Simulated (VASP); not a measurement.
# WC: single point with PBE+D3(BJ)

System: WC, a slab with vacuum.

```
CELL_PARAMETERS angstrom
5.69554 0.00000 0.00000
0.00000 5.59454 0.00000
0.00000 0.00000 17.11040
ATOMIC_POSITIONS crystal
W 0.00000 0.00000 0.05844
W 0.25081 0.97869 0.20356
W 0.00000 0.50001 0.05844
W 0.25829 0.47119 0.21355
W 0.50001 0.00000 0.05844
W 0.76604 0.98375 0.20378
W 0.50001 0.50001 0.05844
W 0.76455 0.48672 0.20715
C 0.48368 0.24418 0.15022
C 0.36207 0.22808 0.29280
C 0.48610 0.73448 0.15546
C 0.16848 0.72803 0.31670
C 0.02456 0.24715 0.14636
C 0.58195 0.18236 0.28984
C 0.04555 0.73027 0.15650
C 0.93650 0.76044 0.27533
```

```json
{
  "Program": "VASP 6.6.1",
  "Task": "single point",
  "Functional": "PBE",
  "Dispersion": "D3(BJ)",
  "Potentials or basis": "VASP PAW PBE potentials, release 64 (W_sv, C)",
  "Cutoff": "520 eV",
  "k mesh": "3 × 3 × 1",
  "Occupations": "fermi-dirac, width 0.05 eV",
  "Spin": "no spin polarisation",
  "Dipole correction": "no",
  "Further INCAR settings": "LREAL = Auto; ALGO = Normal; EDIFF = 1e-06; NBANDS = 86"
}
```

* Largest force: 6.590 eV/Å
* Band gap on the k mesh: zero (bands 72 and 73 overlap by 0.18 eV)
* Dispersion energy per atom: -0.264 eV

Forces in eV/Å, atoms in the order of the input:
```
W    0.195 -0.836 -0.582
W    1.578  0.792  1.668
W   -0.042  0.313  0.151
W   -0.620  2.093 -0.484
W    0.128 -0.585  0.068
W   -1.738  1.466 -1.334
W    0.401 -0.391  0.508
W   -1.026 -0.675 -2.303
C    1.421 -0.102 -0.941
C   -1.367  0.770  2.717
C    2.109 -0.029  0.481
C   -3.254  0.235 -2.922
C   -1.137 -0.403  2.265
C    1.385 -1.286 -0.279
C   -3.390 -0.633 -2.782
C    5.356 -0.730  3.769
```

Levels at points of the mesh, in eV from the Fermi level:
```tsv
k point	band 70	band 71	band 72	band 73	band 74	band 75
(0.00, 0.00, 0.00)	-0.40	-0.15	0.15	0.39	0.48	0.57
```

Wall time 6.4 min on 1 thread of AMD EPYC 9R45 96-Core Processor (Zen 5), on a shared host, peak memory 0.53 GiB.

Caveat: the k points lie up to 0.37 Å⁻¹ apart; there is no dipole correction, which matters where the two faces differ; spin-orbit coupling is left out, which moves the levels of the heavy elements.
